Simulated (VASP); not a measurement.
Write the native input for VASP 6.6.1 that does the following.

| Item | Value |
| --- | --- |
| Task | single point |
| Functional | PBE |
| Potentials or basis | VASP PAW PBE potentials, release 64 (Si) |
| Cutoff | 500 eV |
| k mesh | 12 × 12 × 12 |
| Occupations | gaussian, width 0.02 eV |
| Spin | no spin polarisation |
| Dipole correction | no |
| Further INCAR settings | ALGO = Normal; EDIFF = 1e-06; NBANDS = 11 |

The structure of Si lies in POSCAR:

```
Si
1.0
    0.0000000000      2.7154705000      2.7154705000
    2.7154705000      0.0000000000      2.7154705000
    2.7154705000      2.7154705000      0.0000000000
Si
2
Direct
    0.0000000000      0.0000000000      0.0000000000
    0.2500000000      0.2500000000      0.2500000000
```

The input as run:

INCAR

```
  PREC = Accurate
  ENCUT = 500
  EDIFF = 1E-6
  ISMEAR = 0
  SIGMA = 0.02
  LREAL = F
  LASPH = T
  NELM = 120
  ALGO = Normal
  ISIF = 2
  LWAVE = F
  LCHARG = T
  GGA = PE
  LELF = T
  LVHAR = T
  NBANDS = 11
  GGA_COMPAT = F
```

KPOINTS

```
regular mesh
0
Gamma
  12 12 12
```

Potentials or basis: VASP PAW PBE potentials, release 64 (Si).

The run is started by

```sh
$ cat potpaw_PBE.64/Si/POTCAR > POTCAR
$ mpirun -np 1 vasp_std > vasp.out
```

Results of the run:

```json
{
  "Pressure": "1.9 GPa",
  "Band gap on the k mesh": "0.57 eV, indirect (least direct gap 2.57 eV)"
}
```

It took 22 s on 1 thread of Intel Xeon 6975P-C, with other jobs on the host, peak memory 0.16 GiB.
